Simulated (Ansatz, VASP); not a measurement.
# One calculation of Hf, two programs

INCAR

```
SYSTEM = Hf
ALGO     = Normal         ! electronic algorithm
EDIFF    = 1E-7           ! SCF threshold, eV
ENCUT    = 520            ! plane-wave cutoff, eV
GGA      = PS             ! functional
ISIF     = 2              ! what is computed and relaxed
ISMEAR   = -1             ! smearing method
LASPH    = .TRUE.         ! aspherical terms in the spheres
LCHARG   = .FALSE.        ! write CHGCAR
LREAL    = .FALSE.        ! projectors in reciprocal space
LWAVE    = .FALSE.        ! write WAVECAR
NBANDS   = 11             ! bands
NELM     = 100            ! most SCF steps
PREC     = Accurate       ! precision mode
SIGMA    = 0.05           ! smearing width, eV
```

KPOINTS

```
k-points
0
G
  9 9 9
  0 0 0
```

POSCAR

```
Hf
1.0
   -0.0111000000      2.2200000000      2.2200000000
    2.2200000000     -0.0111000000      2.2200000000
    2.2089000000      2.2089000000      0.0000000000
Hf
1
Direct
    0.0000000000      0.0000000000      0.0000000000
```

input.yaml

```yaml
crystal:
  lattice:
    - [-0.0111, 2.22, 2.22]
    - [2.22, -0.0111, 2.22]
    - [2.2089, 2.2089, 0.0]
  atoms:
    - { symbol: Hf, position: [0.0, 0.0, 0.0] }
hamiltonian:
  xc: pbesol
  pseudopotentials: { kind: paw }
kpoints:
  mp_grid: { grid: [9, 9, 9] }
  band_path:
    path:
      - [[0.0, 0.0, 0.0], [-0.373753125, -0.373753125, -0.74750625], [-0.4975, -0.25000625, -0.74750625], [-0.5, 0.0, -0.5], [-0.25, 0.25, -0.5], [0.0, 0.0, -0.5], [0.373753125, 0.373753125, -0.25249375], [0.5, 0.5, 0.0], [0.0, 0.0, 0.0], [-0.376253125, 0.376253125, 0.0], [0.0, 0.5, 0.0], [-0.25, 0.25, -0.5]]
      - [[-0.5025, 0.25000625, -0.25249375], [-0.376253125, 0.376253125, 0.0]]
      - [[0.376253125, 0.623746875, 0.0], [0.5, 0.5, 0.0]]
    npoints: 14
scf:
  occupations: { method: fermi_dirac, width: 0.05 }
  n_extra_bands: 6
output:
  forces: true
  stress: true
  eigenvalues: true
  fatbands: false
```

Alike in both runs: functional PBEsol; k mesh 9 × 9 × 9; occupations fermi-dirac, width 0.05 eV; no spin polarisation.

|  | VASP | Ansatz |
| --- | --- | --- |
| version | VASP 6.6.1 | Ansatz 0.2.0 |
| potentials or method | VASP PAW PBE potentials, release 64 (Hf_pv) | Ansatz PAW |
| plane-wave cutoff (eV) | 520 | 420 |
| valence electrons in the cell | 10 | 26 |
| task | single point | band structure |

Ansatz gave:

```
gap on the k mesh at the Fermi level (eV)                     : none
pressure (GPa)                                                : -1.0
traceless stress, the component that is largest in VASP (GPa) : 0.57
```

**Question.** Which values does VASP return?

**Answer.** gap on the k mesh at the Fermi level (eV): none; pressure (GPa): -1.3; traceless stress, the component that is largest in VASP (GPa): 0.57.

VASP's potentials were made for PBE, not for PBEsol. A gap of «none» marks a metal or a gap that the smearing closes. VASP's potentials hold 10 valence electrons a cell and Ansatz's 26, so a difference there can come from the potentials and not from the codes.

Spin-orbit coupling is off throughout.
